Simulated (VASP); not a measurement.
## CdS: single point with PBE

Crystal: CdS.

```
Cd S
1.0
     0.00000    2.93921    2.93921
     2.93921    0.00000    2.93921
     2.93921    2.93921    0.00000
Cd S
1 1
Direct
  0.00000 0.00000 0.00000
  0.25000 0.25000 0.25000
```

```yaml
Program: VASP 6.6.1
Task: single point
Functional: PBE
Potentials_or_basis: VASP PAW PBE potentials, release 64 (Cd, S)
Cutoff: 520 eV
k_mesh: 4 × 4 × 4
Occupations: gaussian, width 0.01 eV
Spin: no spin polarisation
Dipole_correction: no
Further_INCAR_settings: ALGO = Normal; EDIFF = 1e-07; NBANDS = 16
```

The pressure is 1.9 GPa. The band gap on the k mesh is 1.09 eV, direct.

Levels at points of the mesh, in eV from the valence-band top:
```
           k point  band 7  band 8  band 9  band 10  band 11  band 12
(0.00, 0.00, 0.00)    0.00    0.00    0.00     1.09     6.53     6.53
(0.50, 0.00, 0.00)   -4.27   -0.72   -0.72     2.97     7.00     7.00
(0.50, 0.50, 0.00)   -3.86   -1.80   -1.80     3.58     4.31     9.13
```

It took 4.7 s on 1 thread of Intel(R) Xeon(R) 6975P-C (Granite Rapids) (shared host), peak memory 0.17 GiB.

Caveat: the k points lie up to 0.46 Å⁻¹ apart.
